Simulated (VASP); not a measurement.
Set up this calculation in VASP 6.6.1, as the native input.

- Task: relaxation of cell and atoms
- Functional: PBEsol
- Potentials or basis: VASP PAW PBE potentials, release 64 (Sn_d, Se, S)
- Cutoff: 500 eV
- k mesh: 6 × 4 × 4
- Occupations: gaussian, width 0.1 eV
- Spin: no spin polarisation
- Dipole correction: no
- Further INCAR settings: ALGO = Normal; EDIFF = 1e-07; IBRION = 2; EDIFFG = -0.05; NSW = 100; ISIF = 3

The structure of Sn2Se3S lies in POSCAR:

```
Sn2Se3S
1.0
   -3.7960041700      0.0000000000      0.0000000000
    0.0000000000      0.0000000000     -6.4351401900
    0.0000000000     -6.5748720900      0.0000000000
Sn Se S
2 3 1
Direct
    0.5000000000      0.0000000000      0.5000000000
    0.0000000000      0.0000000000      0.0000000000
    0.0000000100      0.7653465300      0.6666666600
    0.5000000000      0.7653465300      0.1666666600
    0.4999999900      0.2346534700      0.8333333400
   -0.0000000100      0.2346534700      0.3333333400
```

One way to write it, as run:

INCAR

```
SYSTEM = Sn2Se3S
ALGO     = Normal         ! electronic algorithm
EDIFF    = 1E-7           ! SCF threshold, eV
EDIFFG   = -0.05          ! ionic threshold
ENCUT    = 500            ! plane-wave cutoff, eV
GGA      = PS             ! functional
GGA_COMPAT= .FALSE.      
IBRION   = 2              ! ionic algorithm
ISIF     = 3              ! what is computed and relaxed
ISMEAR   = 0              ! smearing method
LASPH    = .TRUE.         ! aspherical terms in the spheres
LCHARG   = .FALSE.        ! write CHGCAR
LREAL    = .FALSE.        ! projectors in reciprocal space
LWAVE    = .FALSE.        ! write WAVECAR
NELM     = 120            ! most SCF steps
NELMIN   = 4            
NSW      = 100            ! ionic steps
PREC     = Accurate       ! precision mode
SIGMA    = 0.1            ! smearing width, eV
```

KPOINTS

```
k-points
0
G
  6 4 4
  0 0 0
```

Potentials or basis: VASP PAW PBE potentials, release 64 (Sn_d, Se, S).

Run with:

```bash
$ cat potpaw_PBE.64/Sn_d/POTCAR potpaw_PBE.64/Se/POTCAR potpaw_PBE.64/S/POTCAR > POTCAR
$ mpirun -np 1 vasp_std > vasp.out
```

Results of the run:

```yaml
Relaxed_volume: 25.32 Å³/atom
Relaxed_cell: a = 3.783 Å, b = 6.145 Å, c = 6.535 Å, α = 90.02°, β = 90.00°, γ = 90.00°
Space_group_after_relaxing_to_0.1_Å: Pm (No. 6)
Energy_gained_by_relaxing: 23.9 meV/atom
Ionic_steps: 21
Pressure_after_relaxing: 0.0 GPa
Largest_force_after_relaxing: 0.022 eV/Å
Band_gap_on_the_k_mesh: 0.67 eV (least direct gap 0.86 eV)
```

Caveat: the PAW data sets were made with another functional, which shifts forces and pressure a little; spin-orbit coupling is left out, which moves the levels of the heavy elements; this functional lacks dispersion, which binds the layers, so the pressure and a relaxed spacing across them are unreliable; the relaxation stopped at a loose force limit of 0.05 eV/Å, so its end isn't a converged minimum.

Run time: 17 min on 1 thread of Intel(R) Xeon(R) 6975P-C (Granite Rapids), with other jobs on the host, peak memory 0.36 GiB.
